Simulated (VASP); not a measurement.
Write the native input for VASP 6.6.1 that does the following.

| Quantity | Value |
| --- | --- |
| Task | single point |
| Functional | PBEsol |
| Dispersion | D3(BJ) |
| Potentials or basis | VASP PAW PBE potentials, release 64 (Ag) |
| Cutoff | 520 eV |
| k mesh | 11 × 11 × 11 |
| Occupations | fermi-dirac, width 0.05 eV |
| Spin | no spin polarisation |
| Dipole correction | no |
| Further INCAR settings | ALGO = Normal; EDIFF = 1e-06; NBANDS = 12 |

The structure of Ag lies in POSCAR:

```
Ag
1.0
    0.0000000000      1.9954128767      1.9954128767
    1.9954128767      0.0000000000      1.9954128767
    1.9954128767      1.9954128767      0.0000000000
Ag
1
Direct
    0.0000000000      0.0000000000      0.0000000000
```

These files were run (other wordings do the same):

INCAR

```
PREC = Accurate ; ENCUT = 520
EDIFF = 1E-6 ; ISMEAR = -1
SIGMA = 0.05 ; LREAL = False
LASPH = True ; NELM = 100
ALGO = Normal ; ISIF = 2
LWAVE = False ; LCHARG = True
GGA = PS ; IVDW = 12
LELF = True ; LVHAR = True
NBANDS = 12
```

KPOINTS

```
regular mesh
0
Gamma
  11 11 11
```

Potentials or basis: VASP PAW PBE potentials, release 64 (Ag).

Launch:

```console
$ cat potpaw_PBE.64/Ag/POTCAR > POTCAR
$ mpirun -np 1 vasp_std > vasp.out
```

Results of the run:

```yaml
Pressure: -0.3 GPa
Dispersion_energy_per_atom: -0.586 eV
```

Caveat: the PAW data sets were made with another functional, which shifts forces and pressure a little; pairwise dispersion overbinds metals, which lowers pressure and volume.

Wall time 7.4 s on 1 thread of AMD EPYC 9R45 96-Core Processor (Zen 5) (shared host), peak memory 0.12 GiB.
